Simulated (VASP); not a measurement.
# CsSnH3 (P4/mbm) in VASP: single point with r2SCAN

Aim: the single point of CsSnH3 with r2SCAN.

Everything below comes from runs of VASP 6.6.1. Logs are shortened: lines on timing, memory, paths and dates and some standing lists are left out, and cuts for length are marked.

## 1. The cell of the first run

It takes space group P4/mbm (No. 127, tetragonal). Conventional cell: a = 6.663 Å, b = 6.663 Å, c = 4.732 Å, α = 90.00°, β = 90.00°, γ = 90.00°. Within 3.1 Å of H (site symmetry 4/m) lie 2 Sn at 2.37 Å. H (site symmetry m2m) has 2 Sn at 2.37 Å and 2 Cs at 3.17 Å within 3.2 Å. Within 3.1 Å of Sn (site symmetry 4/m) lie 6 H at 2.37 Å. Within 4.2 Å of Cs (site symmetry mmm) lie 12 H at 3.17 to 3.52 Å and 8 Sn at 4.09 Å.

## 2. Single point, r2SCAN

Input file POSCAR:

```
CsSnH3
1.0
    6.6631770000      0.0000000000      0.0000000000
    0.0000000000      6.6631770000      0.0000000000
    0.0000000000      0.0000000000      4.7315270000
H Sn Cs
6 2 2
Direct
    0.0000000000      0.0000000000      0.0000000000
    0.5000000000      0.5000000000      0.0000000000
    0.7763000000      0.2763000000      0.5000000000
    0.7237000000      0.7763000000      0.5000000000
    0.2237000000      0.7237000000      0.5000000000
    0.2763000000      0.2237000000      0.5000000000
    0.0000000000      0.0000000000      0.5000000000
    0.5000000000      0.5000000000      0.5000000000
    0.5000000000      0.0000000000      0.0000000000
    0.0000000000      0.5000000000      0.0000000000
```

Input file INCAR.step1:

```
SYSTEM = CsSnH3
  ALGO = Normal
  EDIFF = 1E-4
  ENCUT = 520
  GGA = PE
  ISMEAR = -1
  LASPH = .TRUE.
  LCHARG = .FALSE.
  LREAL = .FALSE.
  LWAVE = .TRUE.
  NBANDS = 37
  NELM = 80
  PREC = Accurate
  SIGMA = 0.1
```

Input file INCAR.step2:

```
SYSTEM = CsSnH3
  ALGO = Normal
  EDIFF = 1E-6
  ENCUT = 520
  ISIF = 2
  ISMEAR = -1
  ISTART = 1
  LASPH = .TRUE.
  LCHARG = .TRUE.
  LELF = .TRUE.
  LMIXTAU = .TRUE.
  LREAL = .FALSE.
  LVHAR = .TRUE.
  LWAVE = .FALSE.
  METAGGA = R2SCAN
  NBANDS = 37
  NELM = 80
  PREC = Accurate
  SIGMA = 0.1
```

Input file KPOINTS:

```
k-points
0
G
  5 5 7
  0 0 0
```

Potentials or basis: VASP PAW PBE potentials, release 64 (H, Sn_d, Cs_sv).

On the command line:

```bash
$ cat potpaw_PBE.64/H/POTCAR potpaw_PBE.64/Sn_d/POTCAR potpaw_PBE.64/Cs_sv/POTCAR > POTCAR
$ cp INCAR.step1 INCAR
$ mpirun -np 1 vasp_std > vasp.out
$ cp INCAR.step2 INCAR
$ mpirun -np 1 vasp_std > vasp.out
```

OUTCAR:

```text
SYSTEM = CsSnH3
   EDIFF = 1E-6
   ENCUT = 520
   ISIF = 2
   ISMEAR = -1
   ISTART = 1
   LASPH = .TRUE.
   LREAL = .FALSE.
   METAGGA = R2SCAN
   NELM = 80
   PREC = Accurate

 ion  position               nearest neighbor table
   1  0.000  0.000  0.000-
   2  0.500  0.500  0.000-
   3  0.776  0.276  0.500-
   4  0.724  0.776  0.500-
   5  0.224  0.724  0.500-
   6  0.276  0.224  0.500-
   7  0.000  0.000  0.500-
   8  0.500  0.500  0.500-
   9  0.500  0.000  0.000-
  10  0.000  0.500  0.000-

  LATTYP: Found a simple tetragonal cell.
 ALAT       =     6.6631770000
 C/A-ratio  =     0.7101007522

  Lattice vectors:

 A1 = (   6.6631770000,   0.0000000000,   0.0000000000)
 A2 = (   0.0000000000,   6.6631770000,   0.0000000000)
 A3 = (   0.0000000000,   0.0000000000,   4.7315270000)

Analysis of symmetry for initial positions (statically):
=====================================================================
 Subroutine PRICEL returns:
 Original cell was already a primitive cell.

 Routine SETGRP: Setting up the symmetry group for a
 simple tetragonal supercell.

 Subroutine GETGRP returns: Found 16 space group operations
 (whereof  8 operations were pure point group operations)
 out of a pool of 16 trial point group operations.

The static configuration has the point symmetry C_4h.
 The point group associated with its full space group is D_4h.

Analysis of symmetry for dynamics (positions and initial velocities):
=====================================================================
 Subroutine PRICEL returns:
 Original cell was already a primitive cell.

 Routine SETGRP: Setting up the symmetry group for a
 simple tetragonal supercell.

 Subroutine GETGRP returns: Found 16 space group operations
 (whereof  8 operations were pure point group operations)
 out of a pool of 16 trial point group operations.

The dynamic configuration has the point symmetry C_4h.
 The point group associated with its full space group is D_4h.

 Subroutine INISYM returns: Found 16 space group operations
 (whereof  8 operations are pure point group operations),
 and found     1 'primitive' translations

----------------------------------------------------------------------------------------

                                     Primitive cell

  volume of cell :     210.0700

  direct lattice vectors                    reciprocal lattice vectors
     6.663177000  0.000000000  0.000000000     0.150078559  0.000000000  0.000000000
     0.000000000  6.663177000  0.000000000     0.000000000  0.150078559  0.000000000
     0.000000000  0.000000000  4.731527000     0.000000000  0.000000000  0.211348260

  length of vectors
     6.663177000  6.663177000  4.731527000     0.150078559  0.150078559  0.211348260

  position of ions in fractional coordinates (direct lattice)
     0.000000000  0.000000000  0.000000000
     0.500000000  0.500000000  0.000000000
     0.776300000  0.276300000  0.500000000
     0.723700000  0.776300000  0.500000000
     0.223700000  0.723700000  0.500000000
     0.276300000  0.223700000  0.500000000
     0.000000000  0.000000000  0.500000000
     0.500000000  0.500000000  0.500000000
     0.500000000  0.000000000  0.000000000
     0.000000000  0.500000000  0.000000000

  ion indices of the primitive-cell ions
   primitive index   ion index
                 1           1
                 2           2
                 3           3
                 4           4
                 5           5
                 6           6
                 7           7
                 8           8
                 9           9
                10          10

----------------------------------------------------------------------------------------

 KPOINTS: k-points

Automatic generation of k-mesh.
 Grid dimensions read from file:
 generate k-points for:    5    5    7

 Generating k-lattice:

  Cartesian coordinates                     Fractional coordinates (reciprocal lattice)
     0.030015712  0.000000000  0.000000000     0.200000000  0.000000000  0.000000000
     0.000000000  0.030015712  0.000000000     0.000000000  0.200000000  0.000000000
     0.000000000  0.000000000  0.030192609     0.000000000  0.000000000  0.142857143

  Length of vectors
     0.030015712  0.030015712  0.030192609

  Shift w.r.t. Gamma in fractional coordinates (k-lattice)
     0.000000000  0.000000000  0.000000000

 Subroutine IBZKPT returns following result:
 ===========================================

 Found     24 irreducible k-points:

 Following reciprocal coordinates:
            Coordinates               Weight
  0.000000  0.000000  0.000000      1.000000
  0.200000  0.000000  0.000000      4.000000
  0.400000  0.000000  0.000000      4.000000
  0.200000  0.200000  0.000000      4.000000
  0.400000  0.200000  0.000000      8.000000
  0.400000  0.400000  0.000000      4.000000
[... 16 lines left out ...]
  0.400000  0.200000  0.428571     16.000000
  0.400000  0.400000  0.428571      8.000000
   k-points           NKPTS =     24   k-points in BZ     NKDIM =     24   number of bands    NBANDS=     37
   number of dos      NEDOS =    301   number of ions     NIONS =     10
   total plane-waves  NPLWV =  90000
   dimension x,y,z NGX =    50 NGY =   50 NGZ =   36
   dimension x,y,z NGXF=   100 NGYF=  100 NGZF=   72
   ions per type =               6   2   2
   NGX,Y,Z   is equivalent  to a cutoff of  12.47, 12.47, 12.65 a.u.
   NGXF,Y,Z  is equivalent  to a cutoff of  24.95, 24.95, 25.30 a.u.
 SYSTEM =  CsSnH3
   PREC   = accura    normal or accurate (medium, high low for compatibility)
   ISTART =      1    job   : 0-new  1-cont  2-samecut
   ICHARG =      0    charge: 1-file 2-atom 10-const
   ISPIN  =      1    spin polarized calculation?
   LNONCOLLINEAR =      F non collinear calculations
   LSORBIT =      F    spin-orbit coupling
   LASPH  =      T    aspherical Exc in radial PAW
   ENCUT  =  520.0 eV  38.22 Ry    6.18 a.u.  12.39 12.39  8.80*2*pi/ulx,y,z
   NELM   =     80;   NELMIN=  2; NELMDL=  0     # of ELM steps
   EDIFF  = 0.1E-05   stopping-criterion for ELM
   LREAL  =      F    real-space projection
   EDIFFG = 0.1E-04   stopping-criterion for IOM
   NSW    =      0    number of steps for IOM
   IBRION =     -1    ionic relax: 0-MD 1-quasi-New 2-CG
   NFREE  =      0    steps in history (QN), initial steepest desc. (CG)
   ISIF   =      2    stress and relaxation
   ISYM   =      2    0-nonsym 1-usesym 2-fastsym
   POTIM  = 0.5000    time-step for ionic-motion
   TEBEG  =    0.0;   TEEND  =   0.0 temperature during run
   PSTRESS=    0.0 pullay stress
   NELECT =      52.0000    total number of electrons
   NUPDOWN=      -1.0000    fix difference up-down
   EMIN   =  10.00;   EMAX   =-10.00  energy-range for DOS
   EFERMI =   0.00;   METHOD = LEGACY
   ISMEAR =    -1;   SIGMA  =   0.10  broadening in eV -4-tet -1-fermi 0-gaus
   EFERMI_NEDOS =   21; number of points for ismear=-14 and -15
   IALGO  =     38    algorithm
   IMIX   =      4    mixing-type and parameters
     AMIX     =   0.40;   BMIX     =  1.00
     AMIX_MAG =   1.60;   BMIX_MAG =  1.00
  volume/ion in A,a.u.               =      21.01       141.76
  Fermi-wavevector in a.u.,A,eV,Ry     =   1.027909  1.942466 14.375870  1.056597
  Thomas-Fermi vector in A             =   2.161878
   LORBIT       =      0    0 simple, 1 ext, 2 COOP (PROOUT), +10 PAW based schemes
   METAGGA = R2SCAN    functional components
   LHFCALC =     F    Hartree Fock is set to
   AEXX    =    0.0000 exact exchange contribution
   IVDW    =     0    specifies the selected vdW correction
   LEPSILON=     F    determine dielectric tensor
   LRPA    =     F    only Hartree local field effects (RPA)
 non-spin polarized calculation
  energy-cutoff  :      520.00
  volume of cell :      210.07
 maximum number of plane-waves:      5683
 NGX is ok and might be reduce to    50
   NGX = 25   NGY = 25   NGZ = 17

 number of electron      52.0000019 magnetization

 Free energy of the ion-electron system (eV)
  ---------------------------------------------------
  ext. energy  EPLUGINS =         0.00000000
  ---------------------------------------------------
  free energy    TOTEN  =      -119.18940718 eV

  energy without entropy =     -119.14764813  energy(sigma->0) =     -119.16852766

 E-fermi :   2.8161     XC(G=0):  -8.6372

 val. band max:        2.8117012691   @ k =   0.0000   0.0000   0.2857
 cond. band min:       2.9140331778   @ k =   0.0000   0.0000   0.4286
 fundamental gap:      0.1023319087
 Fermi energy:         2.8160978405

 k-point     1 :       0.0000    0.0000    0.0000
  band No.  band energies     occupation
      1     -20.5413      2.00000
      2     -20.5084      2.00000
      3     -19.7183      2.00000
      4     -19.7160      2.00000
      5     -19.7160      2.00000
      6     -19.7158      2.00000
[... 29 lines left out ...]
     36       8.1936      0.00000
     37       8.1936      0.00000

 k-point     2 :       0.2000    0.0000    0.0000
  band No.  band energies     occupation
      1     -20.5379      2.00000
      2     -20.5112      2.00000
      3     -19.7178      2.00000
      4     -19.7159      2.00000
      5     -19.7159      2.00000
      6     -19.7150      2.00000
[... 29 lines left out ...]
     36       7.5300      0.00000
     37       7.8316      0.00000

 k-point     3 :       0.4000    0.0000    0.0000
  band No.  band energies     occupation
      1     -20.5291      2.00000
      2     -20.5189      2.00000
      3     -19.7165      2.00000
      4     -19.7156      2.00000
      5     -19.7156      2.00000
      6     -19.7153      2.00000
[... 29 lines left out ...]
     36       7.6458      0.00000
     37       7.7022      0.00000
[... 761 lines left out ...]
 k-point    23 :       0.4000    0.2000    0.4286
  band No.  band energies     occupation
      1     -20.5131      2.00000
      2     -20.5049      2.00000
      3     -19.7165      2.00000
      4     -19.7162      2.00000
      5     -19.7154      2.00000
      6     -19.7151      2.00000
[... 29 lines left out ...]
     36       7.9033      0.00000
     37       8.0809      0.00000

 k-point    24 :       0.4000    0.4000    0.4286
  band No.  band energies     occupation
      1     -20.5110      2.00000
      2     -20.5078      2.00000
      3     -19.7160      2.00000
      4     -19.7159      2.00000
      5     -19.7149      2.00000
      6     -19.7147      2.00000
[... 29 lines left out ...]
     36       7.9453      0.00000
     37       8.0183      0.00000

------------------------ aborting loop because EDIFF is reached ----------------------------------------

  FORCE on cell =-STRESS in cart. coord.  units (eV):
  Direction    XX          YY          ZZ          XY          YZ          ZX
  --------------------------------------------------------------------------------------
  -------------------------------------------------------------------------------------
  Total       -4.6606589     -4.6606589     -4.1447714      0.0000000      0.0000000      0.0000000
  in kB      -35.5462571    -35.5462571    -31.6116486      0.0000000      0.0000000      0.0000000
  external PRESSURE =     -34.2347209 kB  Pullay stress =       0.0000000 kB

 VOLUME and BASIS-vectors are now :
 -----------------------------------------------------------------------------
  energy-cutoff  :      520.00
  volume of cell :      210.07
      direct lattice vectors                 reciprocal lattice vectors
     6.663177000  0.000000000  0.000000000     0.150078559  0.000000000  0.000000000
     0.000000000  6.663177000  0.000000000     0.000000000  0.150078559  0.000000000
     0.000000000  0.000000000  4.731527000     0.000000000  0.000000000  0.211348260

 POSITION                                       TOTAL-FORCE (eV/Angst)
 -----------------------------------------------------------------------------------
      0.00000      0.00000      0.00000         0.000000      0.000000      0.000000
      3.33159      3.33159      0.00000         0.000000      0.000000      0.000000
      5.17262      1.84104      2.36576        -0.147056     -0.147056      0.000000
      4.82214      5.17262      2.36576         0.147056     -0.147056     -0.000000
      1.49055      4.82214      2.36576         0.147056      0.147056      0.000000
      1.84104      1.49055      2.36576        -0.147056      0.147056      0.000000
      0.00000      0.00000      2.36576         0.000000      0.000000      0.000000
      3.33159      3.33159      2.36576         0.000000      0.000000      0.000000
      3.33159      0.00000      0.00000         0.000000      0.000000      0.000000
      0.00000      3.33159      0.00000         0.000000      0.000000      0.000000
 -----------------------------------------------------------------------------------
    total drift:                                0.000000      0.000000     -0.000000

  FREE ENERGIE OF THE ION-ELECTRON SYSTEM (eV)
  ---------------------------------------------------
  free  energy   TOTEN  =      -119.1894071837 eV

  energy  without entropy=     -119.1476481292  energy(sigma->0) =     -119.16852766
```

Run time: 13 min. Hardware: 1 thread of AMD EPYC 7R43 (Zen 3), shared host; peak memory 0.39 GiB.

Results:

```yaml
Free_energy: -119.1894 eV
Pressure: -3.4 GPa
Largest_force: 0.208 eV/Å
Band_gap_on_the_k_mesh: zero (bands 26 and 27 overlap by 0.23 eV)
```

Forces in eV/Å, atoms in the order of the input:
```
H    0.000  0.000  0.000
H    0.000  0.000  0.000
H   -0.147 -0.147  0.000
H    0.147 -0.147  0.000
H    0.147  0.147  0.000
H   -0.147  0.147  0.000
Sn   0.000  0.000  0.000
Sn   0.000  0.000  0.000
Cs   0.000  0.000  0.000
Cs   0.000  0.000  0.000
```

Caveat: the cell stands under tension; the PAW data sets were made with another functional, which shifts forces and pressure a little; spin-orbit coupling is left out, which moves the levels of the heavy elements.

The gap in the log of VASP goes by the Fermi energy; the results here count the filled bands.